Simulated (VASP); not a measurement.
BaS:

```xyz
2
Lattice="0.0000 3.2118 3.2118 3.2118 0.0000 3.2118 3.2118 3.2118 0.0000" Properties=species:S:1:pos:R:3 pbc="T T T"
Ba    0.0000    0.0000    0.0000
S     3.2118    3.2118    3.2118
```

Base run:

| Property | Result |
| --- | --- |
| Program | VASP 6.6.1 |
| Functional | r2SCAN |
| Potentials or basis | VASP PAW PBE potentials, release 64 (Ba_sv, S) |
| Cutoff | 520 eV |
| k mesh | 8 × 8 × 8 |
| Occupations | gaussian, width 0.01 eV |
| Spin | no spin polarisation |

Its results: band gap on the k mesh 2.49 eV, indirect (least direct gap 2.63 eV); pressure 0.6 GPa.

**Question.** The run is repeated on the same cell with these changes: functional from r2SCAN to PBE. What comes out?

**Answer.** Band gap on the k mesh 2.13 eV, indirect (least direct gap 2.28 eV); pressure 0.6 GPa.

r2SCAN gives the wider gap, since meta-GGAs in the generalised Kohn-Sham scheme recover part of the derivative discontinuity.

Caveats: spin-orbit coupling is left out, which moves the levels of the heavy elements; the PAW data sets were made with another functional, which shifts forces and pressure a little (some runs).

A k mesh can miss the band edges.
